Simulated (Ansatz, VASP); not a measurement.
Cr: VASP beside Ansatz

```
Cr
1.0
     2.28781    0.00000    0.00000
     0.00000    2.28781    0.00000
     0.00000    0.00000    2.28781
Cr
1
Direct
  0.00000 0.00000 0.00000
```

Alike in both runs: task single point; functional revPBE; k mesh 15 × 15 × 15; occupations fermi-dirac, width 0.1 eV; no spin polarisation.

|  | VASP | Ansatz |
| --- | --- | --- |
| version | VASP 6.6.1 | Ansatz 0.2.0 |
| potentials or method | VASP PAW PBE potentials, release 64 (Cr_pv), cutoff 520 eV | plane waves (420 eV) with PAW, scalar-relativistic |
| valence electrons in the cell | 12 | 14 |

```tsv
	VASP	Ansatz	Ansatz less VASP
pressure (GPa)	18.5	18.5	+0.03
```

VASP's potentials were made for PBE, not for revPBE. VASP's potentials hold 12 valence electrons a cell and Ansatz's 14, so a difference there can come from the potentials and not from the codes.
